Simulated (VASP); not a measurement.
# FeS2 (Pnnm) in VASP: notebook

Runs on FeS2. Level: PBEsol. Tasks: single point.

Program: VASP 6.6.1. These are calculated values, not measurements. Logs are shortened: lines on timing, memory, paths and dates and some standing lists are left out, and cuts for length are marked.

### 1 The cell of the first run

Symmetry: Pnnm, No. 58, orthorhombic system. Conventional cell: a = 4.367 Å, b = 5.333 Å, c = 3.311 Å, α = 90.00°, β = 90.00°, γ = 90.00°. Fe (site symmetry 2/m) has 6 S at 2.19 to 2.20 Å within 2.9 Å. Within 2.9 Å of S (site symmetry m) lie 3 Fe at 2.19 to 2.20 Å and 2 S at 2.24 to 2.90 Å.

### 2 Single point, PBEsol (strain along c alone, the other axes held: -1.0 %, then relaxed in part)

INCAR

```
PREC = Accurate
ENCUT = 600
EDIFF = 1E-6
ISMEAR = 0
SIGMA = 0.02
LREAL = False
LASPH = True
NELM = 120
ALGO = Normal
ISIF = 2
LWAVE = False
LCHARG = False
GGA = PS
NBANDS = 29
GGA_COMPAT = False
```

KPOINTS

```
regular mesh
0
Gamma
  6 6 8
```

POSCAR

```
FeS2
1.0
    4.3674117449      0.0000000000      0.0000000000
    0.0000000000      5.3331402397      0.0000000000
    0.0000000000      0.0000000000      3.3109760508
Fe S
2 4
Direct
    0.5000000000      0.5000000000      0.5000000000
    0.0000000000      0.0000000000      0.0000000000
    0.2939084392      0.8743170051      0.5000000000
    0.7060915608      0.1256829949      0.5000000000
    0.2060915608      0.3743170051      0.0000000000
    0.7939084392      0.6256829949      0.0000000000
```

Potentials or basis: VASP PAW PBE potentials, release 64 (Fe, S).

Run with:

```sh
cat potpaw_PBE.64/Fe/POTCAR potpaw_PBE.64/S/POTCAR > POTCAR
mpirun -np 1 vasp_std > vasp.out
```

OUTCAR:

```text
PREC = Accurate
   ENCUT = 600
   EDIFF = 1E-6
   ISMEAR = 0
   LREAL = False
   LASPH = True
   NELM = 120
   ISIF = 2
   GGA = PS

 ion  position               nearest neighbor table
   1  0.500  0.500  0.500-   3 2.19   4 2.19   5 2.20   6 2.20   5 2.20   6 2.20
   2  0.000  0.000  0.000-   5 2.19   6 2.19   3 2.20   4 2.20   3 2.20   4 2.20
   3  0.294  0.874  0.500-   1 2.19   2 2.20   2 2.20   4 2.24
   4  0.706  0.126  0.500-   1 2.19   2 2.20   2 2.20   3 2.24
   5  0.206  0.374  0.000-   2 2.19   1 2.20   1 2.20   6 2.24
   6  0.794  0.626  0.000-   2 2.19   1 2.20   1 2.20   5 2.24

  LATTYP: Found a simple orthorhombic cell.
 ALAT       =     3.3109760508
 B/A-ratio  =     1.3190707749
 C/A-ratio  =     1.6107456405

  Lattice vectors:

 A1 = (   0.0000000000,   0.0000000000,   3.3109760508)
 A2 = (   4.3674117449,   0.0000000000,   0.0000000000)
 A3 = (   0.0000000000,   5.3331402397,   0.0000000000)

Analysis of symmetry for initial positions (statically):
=====================================================================
 Subroutine PRICEL returns:
 Original cell was already a primitive cell.

 Routine SETGRP: Setting up the symmetry group for a
 simple orthorhombic supercell.

 Subroutine GETGRP returns: Found  8 space group operations
 (whereof  4 operations were pure point group operations)
 out of a pool of  8 trial point group operations.

The static configuration has the point symmetry C_2h.
 The point group associated with its full space group is D_2h.

Analysis of symmetry for dynamics (positions and initial velocities):
=====================================================================
 Subroutine PRICEL returns:
 Original cell was already a primitive cell.

 Routine SETGRP: Setting up the symmetry group for a
 simple orthorhombic supercell.

 Subroutine GETGRP returns: Found  8 space group operations
 (whereof  4 operations were pure point group operations)
 out of a pool of  8 trial point group operations.

The dynamic configuration has the point symmetry C_2h.
 The point group associated with its full space group is D_2h.

 Subroutine INISYM returns: Found  8 space group operations
 (whereof  4 operations are pure point group operations),
 and found     1 'primitive' translations

----------------------------------------------------------------------------------------

                                     Primitive cell

  volume of cell :      77.1193

  direct lattice vectors                    reciprocal lattice vectors
     4.367411745  0.000000000  0.000000000     0.228968565  0.000000000  0.000000000
     0.000000000  5.333140240  0.000000000     0.000000000  0.187506789  0.000000000
     0.000000000  0.000000000  3.310976051     0.000000000  0.000000000  0.302025742

  length of vectors
     4.367411745  5.333140240  3.310976051     0.228968565  0.187506789  0.302025742

  position of ions in fractional coordinates (direct lattice)
     0.500000000  0.500000000  0.500000000
     0.000000000  0.000000000  0.000000000
     0.293908439  0.874317005  0.500000000
     0.706091561  0.125682995  0.500000000
     0.206091561  0.374317005  0.000000000
     0.793908439  0.625682995  0.000000000

  ion indices of the primitive-cell ions
   primitive index   ion index
                 1           1
                 2           2
                 3           3
                 4           4
                 5           5
                 6           6

----------------------------------------------------------------------------------------

 KPOINTS: regular mesh

Automatic generation of k-mesh.
 Grid dimensions read from file:
 generate k-points for:    6    6    8

 Generating k-lattice:

  Cartesian coordinates                     Fractional coordinates (reciprocal lattice)
     0.038161428  0.000000000  0.000000000     0.166666667  0.000000000  0.000000000
     0.000000000  0.031251131  0.000000000     0.000000000  0.166666667  0.000000000
     0.000000000  0.000000000  0.037753218     0.000000000  0.000000000  0.125000000

  Length of vectors
     0.038161428  0.031251131  0.037753218

  Shift w.r.t. Gamma in fractional coordinates (k-lattice)
     0.000000000  0.000000000  0.000000000

 Subroutine IBZKPT returns following result:
 ===========================================

 Found     80 irreducible k-points:

 Following reciprocal coordinates:
            Coordinates               Weight
  0.000000  0.000000  0.000000      1.000000
  0.166667  0.000000  0.000000      2.000000
  0.333333  0.000000  0.000000      2.000000
  0.500000  0.000000  0.000000      1.000000
  0.000000  0.166667  0.000000      2.000000
  0.166667  0.166667  0.000000      4.000000
[... 16 lines left out ...]
  0.333333  0.166667  0.125000      8.000000
  0.500000  0.166667  0.125000      4.000000
 [... further k-points ...]
   k-points           NKPTS =     80   k-points in BZ     NKDIM =     80   number of bands    NBANDS=     29
   number of dos      NEDOS =    301   number of ions     NIONS =      6
   total plane-waves  NPLWV =  48384
   dimension x,y,z NGX =    36 NGY =   48 NGZ =   28
   dimension x,y,z NGXF=    72 NGYF=   96 NGZF=   56
   ions per type =               2   4
   NGX,Y,Z   is equivalent  to a cutoff of  13.70, 14.96, 14.06 a.u.
   NGXF,Y,Z  is equivalent  to a cutoff of  27.41, 29.93, 28.12 a.u.
 SYSTEM =  unknown system
   PREC   = accura    normal or accurate (medium, high low for compatibility)
   ISTART =      0    job   : 0-new  1-cont  2-samecut
   ICHARG =      2    charge: 1-file 2-atom 10-const
   ISPIN  =      1    spin polarized calculation?
   LNONCOLLINEAR =      F non collinear calculations
   LSORBIT =      F    spin-orbit coupling
   LASPH  =      T    aspherical Exc in radial PAW
   ENCUT  =  600.0 eV  44.10 Ry    6.64 a.u.   8.72 10.65  6.61*2*pi/ulx,y,z
   NELM   =    120;   NELMIN=  2; NELMDL= -5     # of ELM steps
   EDIFF  = 0.1E-05   stopping-criterion for ELM
   LREAL  =      F    real-space projection
[... 7 lines left out ...]
   TEBEG  =    0.0;   TEEND  =   0.0 temperature during run
   PSTRESS=    0.0 pullay stress
   NELECT =      40.0000    total number of electrons
   NUPDOWN=      -1.0000    fix difference up-down
   EMIN   =  10.00;   EMAX   =-10.00  energy-range for DOS
   EFERMI =   0.00;   METHOD = LEGACY
   ISMEAR =     0;   SIGMA  =   0.02  broadening in eV -4-tet -1-fermi 0-gaus
   EFERMI_NEDOS =   21; number of points for ismear=-14 and -15
   IALGO  =     38    algorithm
   IMIX   =      4    mixing-type and parameters
     AMIX     =   0.40;   BMIX     =  1.00
     AMIX_MAG =   1.60;   BMIX_MAG =  1.00
  volume/ion in A,a.u.               =      12.85        86.74
  Fermi-wavevector in a.u.,A,eV,Ry     =   1.315347  2.485646 23.539963  1.730138
  Thomas-Fermi vector in A             =   2.445536
   LORBIT       =      0    0 simple, 1 ext, 2 COOP (PROOUT), +10 PAW based schemes
   GGA     = PS    functional components
   LHFCALC =     F    Hartree Fock is set to
   AEXX    =    0.0000 exact exchange contribution
   IVDW    =     0    specifies the selected vdW correction
   LEPSILON=     F    determine dielectric tensor
   LRPA    =     F    only Hartree local field effects (RPA)
 non-spin polarized calculation
 Gauss-broadening in eV      SIGMA  =   0.02
  energy-cutoff  :      600.00
  volume of cell :       77.12
 maximum number of plane-waves:      2606
 NGX is ok and might be reduce to    36
   NGX = 17   NGY = 21   NGZ = 13

 number of electron      39.9999998 magnetization

 Free energy of the ion-electron system (eV)
  ---------------------------------------------------
  ext. energy  EPLUGINS =         0.00000000
  ---------------------------------------------------
  free energy    TOTEN  =       -39.55406444 eV

  energy without entropy =      -39.55406444  energy(sigma->0) =      -39.55406444

 E-fermi :   8.5189     XC(G=0): -12.1567

 val. band max:        8.3789765471   @ k =   0.1667   0.0000   0.2500
 cond. band min:       9.3135678662   @ k =   0.0000   0.5000   0.5000
 fundamental gap:      0.9345913191
 Fermi energy:         8.5189482058

 k-point     1 :       0.0000    0.0000    0.0000
  band No.  band energies     occupation
      1      -8.7640      2.00000
      2      -6.1314      2.00000
      3      -4.3567      2.00000
      4      -3.4772      2.00000
      5       0.3434      2.00000
      6       1.9405      2.00000
[... 21 lines left out ...]
     28      14.0464      0.00000
     29      16.0524      0.00000

 k-point     2 :       0.1667    0.0000    0.0000
  band No.  band energies     occupation
      1      -8.5834      2.00000
      2      -6.1119      2.00000
      3      -4.3681      2.00000
      4      -4.1096      2.00000
      5       1.1825      2.00000
      6       1.4435      2.00000
[... 21 lines left out ...]
     28      14.4797      0.00000
     29      15.1733      0.00000

 k-point     3 :       0.3333    0.0000    0.0000
  band No.  band energies     occupation
      1      -8.0553      2.00000
      2      -6.3874      2.00000
      3      -4.7910      2.00000
      4      -4.4621      2.00000
      5       0.5252      2.00000
      6       0.7498      2.00000
[... 21 lines left out ...]
     28      14.0453      0.00000
     29      15.1550      0.00000

 k-point     4 :       0.5000    0.0000    0.0000
  band No.  band energies     occupation
      1      -7.2399      2.00000
      2      -7.2399      2.00000
      3      -4.6961      2.00000
      4      -4.6961      2.00000
      5       0.3232      2.00000
      6       0.3232      2.00000
[... 597 lines left out ...]
     28      15.1994      0.00000
     29      16.0697      0.00000

 k-point    23 :       0.3333    0.1667    0.1250
  band No.  band energies     occupation
      1      -7.8184      2.00000
      2      -6.3859      2.00000
      3      -4.9224      2.00000
      4      -4.3825      2.00000
      5       0.6378      2.00000
      6       1.2813      2.00000
[... 21 lines left out ...]
     28      15.1561      0.00000
     29      15.6437      0.00000

 k-point    24 :       0.5000    0.1667    0.1250
  band No.  band energies     occupation
      1      -7.0570      2.00000
      2      -7.0570      2.00000
      3      -4.8193      2.00000
      4      -4.8193      2.00000
      5       0.7109      2.00000
      6       0.7109      2.00000
[... 21 lines left out ...]
     28      14.6764      0.00000
     29      16.1945      0.00000

 [... further k-points ...]

------------------------ aborting loop because EDIFF is reached ----------------------------------------

  FORCE on cell =-STRESS in cart. coord.  units (eV):
  Direction    XX          YY          ZZ          XY          YZ          ZX
  --------------------------------------------------------------------------------------
  -------------------------------------------------------------------------------------
  Total        0.8710734      0.5580680      1.9931590     -0.0000000      0.0000000      0.0000000
  in kB       18.0968146     11.5940323     41.4084846     -0.0000000      0.0000000      0.0000000
  external PRESSURE =      23.6997772 kB  Pullay stress =       0.0000000 kB

 VOLUME and BASIS-vectors are now :
 -----------------------------------------------------------------------------
  energy-cutoff  :      600.00
  volume of cell :       77.12
      direct lattice vectors                 reciprocal lattice vectors
     4.367411745  0.000000000  0.000000000     0.228968565  0.000000000  0.000000000
     0.000000000  5.333140240  0.000000000     0.000000000  0.187506789  0.000000000
     0.000000000  0.000000000  3.310976051     0.000000000  0.000000000  0.302025742

 POSITION                                       TOTAL-FORCE (eV/Angst)
 -----------------------------------------------------------------------------------
      2.18371      2.66657      1.65549         0.000000      0.000000      0.000000
      0.00000      0.00000      0.00000         0.000000      0.000000      0.000000
      1.28362      4.66286      1.65549         0.048898      0.025807      0.000000
      3.08379      0.67029      1.65549        -0.048898     -0.025807      0.000000
      0.90009      1.99629      0.00000        -0.048898      0.025807     -0.000000
      3.46733      3.33686      0.00000         0.048898     -0.025807      0.000000
 -----------------------------------------------------------------------------------
    total drift:                                0.000000      0.000000      0.000000

  FREE ENERGIE OF THE ION-ELECTRON SYSTEM (eV)
  ---------------------------------------------------
  free  energy   TOTEN  =       -39.5540644427 eV

  energy  without entropy=      -39.5540644427  energy(sigma->0) =      -39.55406444
```

Wall time 2.1 min (1 thread of AMD EPYC 9R45 (Zen 5), shared host); peak memory 0.3 GiB.

What came out:

```
Free energy            : -39.5541 eV
Pressure               : 2.4 GPa
Largest force          : 0.055 eV/Å
Band gap on the k mesh : 0.93 eV (least direct gap 1.26 eV)
```

Forces on the atoms (eV/Å):
```
Fe   0.000  0.000  0.000
Fe   0.000  0.000  0.000
S    0.049  0.026  0.000
S   -0.049 -0.026  0.000
S   -0.049  0.026  0.000
S    0.049 -0.026  0.000
```

Stress tensor (GPa, compression positive):
```
1.81 0.00 0.00
0.00 1.16 0.00
0.00 0.00 4.14
```

Caveat: the cell differs from its parent crystal (strain along c alone, the other axes held: -1.0 %, then relaxed in part); the PAW data sets were made with another functional, which shifts forces and pressure a little. A k mesh can miss the band edges.

### 3 Single point, PBEsol (strain along c alone, the other axes held: +3.0 %, then relaxed in part)

INCAR

```
SYSTEM = FeS2
PREC = Accurate
ENCUT = 600
EDIFF = 1E-6
ISMEAR = 0
SIGMA = 0.02
LREAL = .False.
LASPH = .True.
NELM = 120
ALGO = Normal
ISIF = 2
LWAVE = .False.
LCHARG = .False.
GGA = PS
NBANDS = 29
GGA_COMPAT = .False.
```

KPOINTS

```
Automatic mesh
0
Gamma
  6 6 8
  0 0 0
```

POSCAR

```
FeS2
1.0
    4.3674117449      0.0000000000      0.0000000000
    0.0000000000      5.3331402397      0.0000000000
    0.0000000000      0.0000000000      3.4447528609
Fe S
2 4
Direct
    0.5000000000      0.5000000000      0.5000000000
    0.0000000000      0.0000000000      0.0000000000
    0.2901763023      0.8745618157      0.5000000000
    0.7098236977      0.1254381843      0.5000000000
    0.2098236977      0.3745618157      0.0000000000
    0.7901763023      0.6254381843      0.0000000000
```

Potentials or basis: VASP PAW PBE potentials, release 64 (Fe, S).

Run with:

```sh
cat potpaw_PBE.64/Fe/POTCAR potpaw_PBE.64/S/POTCAR > POTCAR
mpirun -np 1 vasp_std > vasp.out
```

Run time: 5 min. Hardware: 1 thread of Oxide Virtual Turin-like, shared host; peak memory 0.29 GiB.

It converged, with:

| Property | Result |
| --- | --- |
| Free energy | -39.5006 eV |
| Pressure | -4.3 GPa |
| Largest force | 0.049 eV/Å |
| Band gap on the k mesh | 0.91 eV (least direct gap 1.25 eV) |

Forces in eV/Å, atoms in the order of the input:
```
Fe   0.000  0.000  0.000
Fe   0.000  0.000  0.000
S    0.041  0.026  0.000
S   -0.041 -0.026  0.000
S   -0.041  0.026  0.000
S    0.041 -0.026  0.000
```

Stress tensor (GPa, compression positive):
```
-2.94  0.00  0.00
 0.00 -0.89  0.00
 0.00  0.00 -8.94
```

Levels at points of the mesh, in eV from the valence-band top:
| k point | band 17 | band 18 | band 19 | band 20 | band 21 | band 22 | band 23 | band 24 |
| --- | --- | --- | --- | --- | --- | --- | --- | --- |
| (0.00, 0.00, 0.00) | -0.88 | -0.76 | -0.68 | -0.37 | 1.05 | 1.50 | 2.83 | 3.18 |
| (0.50, 0.00, 0.00) | -0.52 | -0.52 | -0.16 | -0.16 | 1.84 | 1.84 | 1.94 | 1.94 |
| (0.00, 0.50, 0.00) | -0.68 | -0.68 | -0.32 | -0.32 | 1.12 | 1.12 | 2.68 | 2.68 |
| (0.50, 0.50, 0.00) | -1.02 | -1.02 | -0.94 | -0.94 | 1.53 | 1.53 | 2.12 | 2.12 |
| (0.00, 0.00, 0.50) | -0.79 | -0.79 | -0.49 | -0.49 | 1.48 | 1.48 | 1.89 | 1.89 |
| (0.50, 0.00, 0.50) | -0.65 | -0.65 | -0.36 | -0.36 | 1.54 | 1.54 | 1.99 | 1.99 |
| (0.00, 0.50, 0.50) | -1.40 | -1.40 | -0.43 | -0.43 | 0.91 | 0.91 | 2.40 | 2.40 |
| (0.50, 0.50, 0.50) | -0.53 | -0.53 | -0.40 | -0.40 | 1.71 | 1.71 | 2.25 | 2.25 |

Caveat: the cell differs from its parent crystal (strain along c alone, the other axes held: +3.0 %, then relaxed in part); the stress differs along the axes, from -9 to -1 GPa; the PAW data sets were made with another functional, which shifts forces and pressure a little. A k mesh can miss the band edges.

### 4 Single point, PBEsol

This run uses another cell than the first one, of 13.37 Å³/atom.

INCAR

```
  ALGO = Normal
  EDIFF = 1E-6
  ENCUT = 600
  GGA = PS
  GGA_COMPAT = False
  ISIF = 2
  ISMEAR = 0
  LASPH = True
  LCHARG = False
  LREAL = False
  LWAVE = False
  NBANDS = 29
  NELM = 120
  PREC = Accurate
  SIGMA = 0.02
```

KPOINTS

```
k-points
0
Gamma
  6 6 8
```

POSCAR is that of step 3.

Run with:

```sh
cat potpaw_PBE.64/Fe/POTCAR potpaw_PBE.64/S/POTCAR > POTCAR
mpirun -np 1 vasp_std > vasp.out
```

It took 5 min on 1 thread of Oxide Virtual Turin-like, shared host; peak memory 0.29 GiB.

The run converged. Its results:

```yaml
Free_energy: -39.5006 eV
Pressure: -4.3 GPa
Largest_force: 0.049 eV/Å
Band_gap_on_the_k_mesh: 0.91 eV (least direct gap 1.25 eV)
```

Forces in eV/Å, atoms in the order of the input:
```
Fe   0.000  0.000  0.000
Fe   0.000  0.000  0.000
S    0.041  0.026  0.000
S   -0.041 -0.026  0.000
S   -0.041  0.026  0.000
S    0.041 -0.026  0.000
```

Stress tensor (GPa, compression positive):
```
-2.94  0.00  0.00
 0.00 -0.89  0.00
 0.00  0.00 -8.94
```

Levels at points of the mesh, in eV from the valence-band top:
```csv
k point,band 18,band 19,band 20,band 21,band 22,band 23
"(0.00, 0.00, 0.00)",-0.76,-0.68,-0.37,1.05,1.50,2.83
"(0.50, 0.00, 0.00)",-0.52,-0.16,-0.16,1.84,1.84,1.94
"(0.00, 0.50, 0.00)",-0.68,-0.32,-0.32,1.12,1.12,2.68
"(0.50, 0.50, 0.00)",-1.02,-0.94,-0.94,1.53,1.53,2.12
"(0.00, 0.00, 0.50)",-0.79,-0.49,-0.49,1.48,1.48,1.89
"(0.50, 0.00, 0.50)",-0.65,-0.36,-0.36,1.54,1.54,1.99
"(0.00, 0.50, 0.50)",-1.40,-0.43,-0.43,0.91,0.91,2.40
"(0.50, 0.50, 0.50)",-0.53,-0.40,-0.40,1.71,1.71,2.25
```

Caveat: the stress differs along the axes, from -9 to -1 GPa; the PAW data sets were made with another functional, which shifts forces and pressure a little. Spin polarisation is off, so any magnetic state and its effect on volume and gap are missing.
